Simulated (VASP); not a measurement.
# SrO (qlda) (Fm-3m) in VASP: further runs

Runs on SrO (qlda). Level: LDA. Tasks: single point, relaxation of cell and atoms.

All numbers are computed with VASP 6.6.1; they aren't measurements. Logs are shortened: lines on timing, memory, paths and dates and some standing lists are left out, and cuts for length are marked.

## Step 1: The cell of the first run

It takes space group Fm-3m (No. 225, cubic). Conventional cell: a = 5.065 Å, b = 5.065 Å, c = 5.065 Å, α = 90.00°, β = 90.00°, γ = 90.00°. Within 3.3 Å of Sr (site symmetry m-3m) lie 6 O at 2.53 Å. O (site symmetry m-3m) has 6 Sr at 2.53 Å within 3.3 Å.

## Step 2: Single point, LDA

Input file INCAR:

```
PREC = Accurate
ENCUT = 520
EDIFF = 1E-7
ISMEAR = 0
SIGMA = 0.02
LREAL = False
LASPH = True
NELM = 100
ALGO = Normal
ISIF = 2
LWAVE = False
LCHARG = False
NBANDS = 15
```

Input file KPOINTS:

```
Automatic mesh
0
Gamma
  6 6 6
```

Input file POSCAR:

```
SrO
1.0
    0.0000000000      2.5323443919      2.5323443919
    2.5323443919      0.0000000000      2.5323443919
    2.5323443919      2.5323443919      0.0000000000
Sr O
1 1
Direct
    0.0000000000      0.0000000000      0.0000000000
    0.5000000000      0.5000000000      0.5000000000
```

Potentials or basis: VASP PAW LDA potentials, release 64 (Sr_sv, O).

Launch:

```console
$ cat potpaw_LDA.64/Sr_sv/POTCAR potpaw_LDA.64/O/POTCAR > POTCAR
$ mpirun -np 1 vasp_std > vasp.out
```

OUTCAR:

```text
PREC = Accurate
   ENCUT = 520
   EDIFF = 1E-7
   ISMEAR = 0
   LREAL = False
   LASPH = True
   NELM = 100
   ISIF = 2

 ion  position               nearest neighbor table
   1  0.000  0.000  0.000-   2 2.53   2 2.53   2 2.53   2 2.53   2 2.53   2 2.53
   2  0.500  0.500  0.500-   1 2.53   1 2.53   1 2.53   1 2.53   1 2.53   1 2.53

  LATTYP: Found a face centered cubic cell.
 ALAT       =     5.0646887838

  Lattice vectors:

 A1 = (   0.0000000000,   2.5323443919,   2.5323443919)
 A2 = (   2.5323443919,   0.0000000000,   2.5323443919)
 A3 = (   2.5323443919,   2.5323443919,   0.0000000000)

Analysis of symmetry for initial positions (statically):
=====================================================================
 Subroutine PRICEL returns:
 Original cell was already a primitive cell.

 Routine SETGRP: Setting up the symmetry group for a
 face centered cubic supercell.

 Subroutine GETGRP returns: Found 48 space group operations
 (whereof 48 operations were pure point group operations)
 out of a pool of 48 trial point group operations.

The static configuration has the point symmetry O_h .

Analysis of symmetry for dynamics (positions and initial velocities):
=====================================================================
 Subroutine PRICEL returns:
 Original cell was already a primitive cell.

 Routine SETGRP: Setting up the symmetry group for a
 face centered cubic supercell.

 Subroutine GETGRP returns: Found 48 space group operations
 (whereof 48 operations were pure point group operations)
 out of a pool of 48 trial point group operations.

The dynamic configuration has the point symmetry O_h .

 Subroutine INISYM returns: Found 48 space group operations
 (whereof 48 operations are pure point group operations),
 and found     1 'primitive' translations

----------------------------------------------------------------------------------------

                                     Primitive cell

  volume of cell :      32.4787

  direct lattice vectors                    reciprocal lattice vectors
     0.000000000  2.532344392  2.532344392    -0.197445498  0.197445498  0.197445498
     2.532344392  0.000000000  2.532344392     0.197445498 -0.197445498  0.197445498
     2.532344392  2.532344392  0.000000000     0.197445498  0.197445498 -0.197445498

  length of vectors
     3.581275784  3.581275784  3.581275784     0.341985635  0.341985635  0.341985635

  position of ions in fractional coordinates (direct lattice)
     0.000000000  0.000000000  0.000000000
     0.500000000  0.500000000  0.500000000

  ion indices of the primitive-cell ions
   primitive index   ion index
                 1           1
                 2           2

----------------------------------------------------------------------------------------

 KPOINTS: Automatic mesh

Automatic generation of k-mesh.
 Grid dimensions read from file:
 generate k-points for:    6    6    6

 Generating k-lattice:

  Cartesian coordinates                     Fractional coordinates (reciprocal lattice)
    -0.032907583  0.032907583  0.032907583     0.166666667  0.000000000  0.000000000
     0.032907583 -0.032907583  0.032907583     0.000000000  0.166666667  0.000000000
     0.032907583  0.032907583 -0.032907583     0.000000000  0.000000000  0.166666667

  Length of vectors
     0.056997606  0.056997606  0.056997606

  Shift w.r.t. Gamma in fractional coordinates (k-lattice)
     0.000000000  0.000000000  0.000000000

 Subroutine IBZKPT returns following result:
 ===========================================

 Found     16 irreducible k-points:

 Following reciprocal coordinates:
            Coordinates               Weight
  0.000000  0.000000  0.000000      1.000000
  0.166667  0.000000  0.000000      8.000000
  0.333333  0.000000  0.000000      8.000000
  0.500000  0.000000  0.000000      4.000000
  0.166667  0.166667  0.000000      6.000000
  0.333333  0.166667  0.000000     24.000000
[... 8 lines left out ...]
 -0.333333  0.333333  0.166667     24.000000
 -0.333333  0.500000  0.166667     12.000000
   k-points           NKPTS =     16   k-points in BZ     NKDIM =     16   number of bands    NBANDS=     15
   number of dos      NEDOS =    301   number of ions     NIONS =      2
   total plane-waves  NPLWV =  21952
   dimension x,y,z NGX =    28 NGY =   28 NGZ =   28
   dimension x,y,z NGXF=    56 NGYF=   56 NGZF=   56
   ions per type =               1   1
   NGX,Y,Z   is equivalent  to a cutoff of  13.00, 13.00, 13.00 a.u.
   NGXF,Y,Z  is equivalent  to a cutoff of  26.00, 26.00, 26.00 a.u.
 SYSTEM =  unknown system
   PREC   = accura    normal or accurate (medium, high low for compatibility)
   ISTART =      0    job   : 0-new  1-cont  2-samecut
   ICHARG =      2    charge: 1-file 2-atom 10-const
   ISPIN  =      1    spin polarized calculation?
   LNONCOLLINEAR =      F non collinear calculations
   LSORBIT =      F    spin-orbit coupling
   LASPH  =      T    aspherical Exc in radial PAW
   ENCUT  =  520.0 eV  38.22 Ry    6.18 a.u.   6.66  6.66  6.66*2*pi/ulx,y,z
   NELM   =    100;   NELMIN=  2; NELMDL= -5     # of ELM steps
   EDIFF  = 0.1E-06   stopping-criterion for ELM
   LREAL  =      F    real-space projection
   EDIFFG = 0.1E-05   stopping-criterion for IOM
   NSW    =      0    number of steps for IOM
   IBRION =     -1    ionic relax: 0-MD 1-quasi-New 2-CG
   NFREE  =      0    steps in history (QN), initial steepest desc. (CG)
   ISIF   =      2    stress and relaxation
   ISYM   =      2    0-nonsym 1-usesym 2-fastsym
   POTIM  = 0.5000    time-step for ionic-motion
   TEBEG  =    0.0;   TEEND  =   0.0 temperature during run
   PSTRESS=    0.0 pullay stress
   NELECT =      16.0000    total number of electrons
   NUPDOWN=      -1.0000    fix difference up-down
   EMIN   =  10.00;   EMAX   =-10.00  energy-range for DOS
   EFERMI =   0.00;   METHOD = LEGACY
   ISMEAR =     0;   SIGMA  =   0.02  broadening in eV -4-tet -1-fermi 0-gaus
   EFERMI_NEDOS =   21; number of points for ismear=-14 and -15
   IALGO  =     38    algorithm
   IMIX   =      4    mixing-type and parameters
     AMIX     =   0.40;   BMIX     =  1.00
     AMIX_MAG =   1.60;   BMIX_MAG =  1.00
  volume/ion in A,a.u.               =      16.24       109.59
  Fermi-wavevector in a.u.,A,eV,Ry     =   1.292951  2.443323 22.745162  1.671722
  Thomas-Fermi vector in A             =   2.424627
   LORBIT       =      0    0 simple, 1 ext, 2 COOP (PROOUT), +10 PAW based schemes
   GGA     = CA    functional components
   LHFCALC =     F    Hartree Fock is set to
   AEXX    =    0.0000 exact exchange contribution
   IVDW    =     0    specifies the selected vdW correction
   LEPSILON=     F    determine dielectric tensor
   LRPA    =     F    only Hartree local field effects (RPA)
 non-spin polarized calculation
 Gauss-broadening in eV      SIGMA  =   0.02
  energy-cutoff  :      520.00
  volume of cell :       32.48
 maximum number of plane-waves:       893
 NGX is ok and might be reduce to    28
   NGX = 13   NGY = 13   NGZ = 13

 number of electron      15.9999995 magnetization

 Free energy of the ion-electron system (eV)
  ---------------------------------------------------
  ext. energy  EPLUGINS =         0.00000000
  ---------------------------------------------------
  free energy    TOTEN  =       -13.38663668 eV

  energy without entropy =      -13.38663668  energy(sigma->0) =      -13.38663668

 E-fermi :   1.7786     XC(G=0): -10.7425

 val. band max:        1.5710027200   @ k =   0.0000   0.0000   0.0000
 cond. band min:       4.6307220814   @ k =   0.5000   0.5000   0.0000
 fundamental gap:      3.0597193614
 Fermi energy:         1.7786386029

 k-point     1 :       0.0000    0.0000    0.0000
  band No.  band energies     occupation
      1     -30.3664      2.00000
      2     -13.2474      2.00000
      3     -12.0393      2.00000
      4     -12.0393      2.00000
      5     -12.0393      2.00000
      6       1.5710      2.00000
      7       1.5710      2.00000
      8       1.5710      2.00000
      9       5.7009      0.00000
     10       7.7677      0.00000
     11       7.7677      0.00000
     12       7.7677      0.00000
     13      10.0987      0.00000
     14      10.0987      0.00000
     15      14.2177      0.00000

 k-point     2 :       0.1667    0.0000    0.0000
  band No.  band energies     occupation
      1     -30.3229      2.00000
      2     -13.8786      2.00000
      3     -12.0633      2.00000
      4     -12.0633      2.00000
      5     -11.5086      2.00000
      6       0.7965      2.00000
      7       1.2055      2.00000
      8       1.2055      2.00000
      9       6.8961      0.00000
     10       7.5542      0.00000
     11       8.3398      0.00000
     12       8.3398      0.00000
     13      10.8613      0.00000
     14      10.8613      0.00000
     15      16.0031      0.00000

 k-point     3 :       0.3333    0.0000    0.0000
  band No.  band energies     occupation
      1     -30.2341      2.00000
      2     -14.6586      2.00000
      3     -12.1103      2.00000
      4     -12.1103      2.00000
      5     -10.9305      2.00000
      6      -0.3094      2.00000
      7       0.5868      2.00000
      8       0.5868      2.00000
      9       7.7904      0.00000
     10       9.0689      0.00000
     11       9.7387      0.00000
     12       9.7387      0.00000
     13      12.5569      0.00000
     14      12.5569      0.00000
     15      17.8793      0.00000

 k-point     4 :       0.5000    0.0000    0.0000
  band No.  band energies     occupation
      1     -30.1888      2.00000
      2     -14.9682      2.00000
      3     -12.1333      2.00000
      4     -12.1333      2.00000
      5     -10.7216      2.00000
      6      -0.7639      2.00000
      7       0.3170      2.00000
      8       0.3170      2.00000
      9       8.2120      0.00000
     10      10.2025      0.00000
     11      10.6355      0.00000
     12      10.6355      0.00000
     13      13.9722      0.00000
     14      13.9722      0.00000
     15      16.9272      0.00000
[... 163 lines left out ...]
 k-point    14 :       0.5000    0.3333    0.1667
  band No.  band energies     occupation
      1     -30.1782      2.00000
      2     -14.3841      2.00000
      3     -12.5467      2.00000
      4     -12.3416      2.00000
      5     -11.3207      2.00000
      6       0.1642      2.00000
      7       0.6788      2.00000
      8       1.2250      2.00000
      9       6.5461      0.00000
     10       8.9707      0.00000
     11      10.6452      0.00000
     12      11.2389      0.00000
     13      12.7534      0.00000
     14      14.0745      0.00000
     15      16.2435      0.00000

 k-point    15 :      -0.3333    0.3333    0.1667
  band No.  band energies     occupation
      1     -30.1490      2.00000
      2     -14.3721      2.00000
      3     -12.6865      2.00000
      4     -12.5109      2.00000
      5     -11.2829      2.00000
      6       0.1450      2.00000
      7       0.8897      2.00000
      8       0.9676      2.00000
      9       7.7989      0.00000
     10       7.9235      0.00000
     11      10.9060      0.00000
     12      11.9757      0.00000
     13      13.4581      0.00000
     14      14.8852      0.00000
     15      15.6961      0.00000

 k-point    16 :      -0.3333    0.5000    0.1667
  band No.  band energies     occupation
      1     -30.1362      2.00000
      2     -13.8924      2.00000
      3     -13.0306      2.00000
      4     -12.6725      2.00000
      5     -11.6037      2.00000
      6       0.6218      2.00000
      7       1.1794      2.00000
      8       1.2645      2.00000
      9       6.1177      0.00000
     10       9.2481      0.00000
     11      10.3656      0.00000
     12      12.9668      0.00000
     13      13.1028      0.00000
     14      14.8788      0.00000
     15      15.4834      0.00000

------------------------ aborting loop because EDIFF is reached ----------------------------------------

  FORCE on cell =-STRESS in cart. coord.  units (eV):
  Direction    XX          YY          ZZ          XY          YZ          ZX
  --------------------------------------------------------------------------------------
  -------------------------------------------------------------------------------------
  Total        0.1659889      0.1659889      0.1659889     -0.0000000     -0.0000000     -0.0000000
  in kB        8.1882544      8.1882544      8.1882544     -0.0000000     -0.0000000     -0.0000000
  external PRESSURE =       8.1882544 kB  Pullay stress =       0.0000000 kB

 VOLUME and BASIS-vectors are now :
 -----------------------------------------------------------------------------
  energy-cutoff  :      520.00
  volume of cell :       32.48
      direct lattice vectors                 reciprocal lattice vectors
     0.000000000  2.532344392  2.532344392    -0.197445498  0.197445498  0.197445498
     2.532344392  0.000000000  2.532344392     0.197445498 -0.197445498  0.197445498
     2.532344392  2.532344392  0.000000000     0.197445498  0.197445498 -0.197445498

 POSITION                                       TOTAL-FORCE (eV/Angst)
 -----------------------------------------------------------------------------------
      0.00000      0.00000      0.00000        -0.000000     -0.000000     -0.000000
      2.53234      2.53234      2.53234         0.000000      0.000000      0.000000
 -----------------------------------------------------------------------------------
    total drift:                                0.000000      0.000000      0.000000

  FREE ENERGIE OF THE ION-ELECTRON SYSTEM (eV)
  ---------------------------------------------------
  free  energy   TOTEN  =       -13.3866366765 eV

  energy  without entropy=      -13.3866366765  energy(sigma->0) =      -13.38663668
```

Wall time 5.9 s (1 thread of Intel Xeon Platinum 8488C (Sapphire Rapids), shared host); peak memory 0.14 GiB.

Results:

```
Free energy            : -13.3866 eV
Pressure               : 0.8 GPa
Band gap on the k mesh : 3.06 eV, indirect (least direct gap 3.11 eV)
```

Levels at points of the mesh, in eV from the valence-band top:
| k point | band 6 | band 7 | band 8 | band 9 | band 10 | band 11 |
| --- | --- | --- | --- | --- | --- | --- |
| (0.00, 0.00, 0.00) | 0.00 | 0.00 | 0.00 | 4.13 | 6.20 | 6.20 |
| (0.50, 0.00, 0.00) | -2.33 | -1.25 | -1.25 | 6.64 | 8.63 | 9.06 |
| (0.50, 0.50, 0.00) | -0.34 | -0.05 | -0.05 | 3.06 | 8.11 | 10.49 |

A k mesh can miss the band edges. A hybrid or GW would open this gap; LDA tends to underestimate it.

## Step 3: Single point, LDA

Input file INCAR:

```
SYSTEM = SrO
ALGO     = Normal         ! electronic algorithm
EDIFF    = 1E-7           ! SCF threshold, eV
ENCUT    = 520            ! plane-wave cutoff, eV
GGA      = CA             ! functional
ISIF     = 2              ! what is computed and relaxed
ISMEAR   = 0              ! smearing method
LASPH    = .TRUE.         ! aspherical terms in the spheres
LCHARG   = .FALSE.        ! write CHGCAR
LREAL    = .FALSE.        ! projectors in reciprocal space
LWAVE    = .FALSE.        ! write WAVECAR
NBANDS   = 15             ! bands
NELM     = 60             ! most SCF steps
PREC     = Accurate       ! precision mode
SIGMA    = 0.01           ! smearing width, eV
```

Input file KPOINTS:

```
k-points
0
G
  8 8 8
  0 0 0
```

POSCAR is that of step 2.

Potentials or basis: VASP PAW LDA potentials, release 64 (Sr_sv, O).

Launch:

```console
$ cat potpaw_LDA.64/Sr_sv/POTCAR potpaw_LDA.64/O/POTCAR > POTCAR
$ mpirun -np 1 vasp_std > vasp.out
```

Run time: 10 s. Hardware: 1 thread of Intel Xeon Platinum 8488C (Sapphire Rapids), shared host; peak memory 0.14 GiB.

It converged, with:

```
Free energy            : -13.3868 eV
Pressure               : 0.8 GPa
Band gap on the k mesh : 3.06 eV, indirect (least direct gap 3.11 eV)
```

Levels at points of the mesh, in eV from the valence-band top:
| k point | band 5 | band 6 | band 7 | band 8 | band 9 | band 10 | band 11 | band 12 |
| --- | --- | --- | --- | --- | --- | --- | --- | --- |
| (0.00, 0.00, 0.00) | -13.61 | 0.00 | 0.00 | 0.00 | 4.13 | 6.20 | 6.20 | 6.20 |
| (0.50, 0.00, 0.00) | -12.29 | -2.33 | -1.25 | -1.25 | 6.64 | 8.63 | 9.06 | 9.06 |
| (0.50, 0.50, 0.00) | -14.05 | -0.34 | -0.05 | -0.05 | 3.06 | 8.11 | 10.49 | 10.58 |

A k mesh can miss the band edges. Expect the measured gap to be larger: semilocal functionals such as LDA lack the derivative discontinuity.

(Continued in part 2 of 2.)
